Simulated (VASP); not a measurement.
A run of VASP 6.6.1:

File INCAR:

```
PREC = Accurate
ENCUT = 520
EDIFF = 1E-6
ISMEAR = 0
SIGMA = 0.15
LREAL = F
LASPH = T
NELM = 100
ALGO = Normal
ISIF = 2
LWAVE = F
LCHARG = F
GGA = PS
IVDW = 12
NBANDS = 22
```

File KPOINTS:

```
Automatic mesh
0
Gamma
  10 10 10
```

Contents of POSCAR:

```
GaSb3
1.0
    0.0000000000      3.7292038802      3.5857729617
    3.7292038802      0.0000000000      3.5857729617
    3.7292038802      3.7292038802      0.0000000000
Ga Sb
1 3
Direct
    0.0000000000      0.0000000000      0.0000000000
    0.2500000000      0.2500000000      0.2500000000
    0.7500000000      0.7500000000      0.7500000000
    0.5000000000      0.5000000000      0.5000000000
```

Potentials or basis: VASP PAW PBE potentials, release 64 (Ga_d, Sb).

Run with:

```sh
$ cat potpaw_PBE.64/Ga_d/POTCAR potpaw_PBE.64/Sb/POTCAR > POTCAR
$ mpirun -np 1 vasp_std > vasp.out
```

Hardware: 1 thread of Intel(R) Xeon(R) 6975P-C (Granite Rapids), on a shared host.

Task: How long does it take, and how much memory?

Result: Wall time 91 s on 1 thread of Intel(R) Xeon(R) 6975P-C (Granite Rapids), with other jobs on the host, peak memory 0.39 GiB. Counts: scf iterations 11, k points 102.
